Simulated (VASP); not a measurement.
A run of VASP 6.6.1:

The input INCAR:

```
SYSTEM = Si3Ge
ALGO = Normal
EDIFF = 1E-6
EDIFFG = -0.04
ENCUT = 600
GGA = PE
IBRION = 2
ISIF = 3
ISMEAR = 0
LASPH = .True.
LCHARG = .False.
LREAL = .False.
LWAVE = .False.
NELM = 100
NSW = 90
PREC = Accurate
SIGMA = 0.1
```

Contents of KPOINTS:

```
k-points
0
Gamma
  6 6 2
  0 0 0
```

The input POSCAR:

```
Si3Ge
1.0
    1.6626723400     -2.2248058500      0.0000000000
    1.6626723400      2.2248058500      0.0000000000
    0.0000000000      0.0000000000      9.0450968000
Si Ge
3 1
Direct
    0.5000000000      0.5000000000      0.7433156400
    0.0000000000      0.0000000000      0.5000000000
    0.5000000000      0.5000000000      0.2566843600
    0.0000000000      0.0000000000      0.0000000000
```

Potentials or basis: VASP PAW PBE potentials, release 64 (Si, Ge_d).

Run with:

```bash
$ cat potpaw_PBE.64/Si/POTCAR potpaw_PBE.64/Ge_d/POTCAR > POTCAR
$ mpirun -np 1 vasp_std > vasp.out
```

Hardware: 1 thread of Intel(R) Xeon(R) Platinum 8259CL CPU @ 2.50GHz (Skylake/Cascade Lake), with other jobs on the host.

Estimate the wall time of this run.

Run time: 3.7 min on 1 thread of Intel(R) Xeon(R) Platinum 8259CL CPU @ 2.50GHz (Skylake/Cascade Lake), with other jobs on the host, peak memory 0.22 GiB. Counts: scf iterations 85, k points 26, ion steps 12.
